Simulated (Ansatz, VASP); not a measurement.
## VN2: VASP beside Ansatz

```
V N
1.0
    -2.15075    2.15075    2.49135
     2.15075   -2.15075    2.49135
     2.15075    2.15075   -2.49135
V N
2 4
Direct
  0.25000 0.25000 0.00000
  0.75000 0.75000 0.00000
  0.11510 0.61510 0.73020
  0.61510 0.88490 0.50000
  0.88490 0.38490 0.26980
  0.38490 0.11510 0.50000
```

Alike in both runs: task single point; functional r2SCAN; k mesh 12 × 12 × 12; occupations gaussian, width 0.1 eV; no spin polarisation.

```csv
,VASP,Ansatz
version,VASP 6.6.1,Ansatz 0.2.0
potentials or method,"VASP PAW PBE potentials, release 64 (V_sv, N), cutoff 520 eV","scalar-relativistic, plane waves, PAW"
valence electrons in the cell,46,46
```

|  | VASP | Ansatz | Ansatz less VASP |
| --- | --- | --- | --- |
| gap on the k mesh at the Fermi level (eV) | none | none | - |
| pressure (GPa) | -4.9 | -6.3 | -1.40 |
| traceless stress, the component that is largest in VASP (GPa) | -3.93 | -3.71 | +0.218 |
| rms of the force components (eV/Å) | 0.144 | 0.177 | +0.0330 |

VASP's potentials were made for PBE, not for r2SCAN. Atom by atom the forces differ by 0.033 eV/Å (rms over components). A gap of «none» marks a metal or a gap that the smearing closes. With one functional, cell and mesh, what is left measures potentials, basis and numerics.
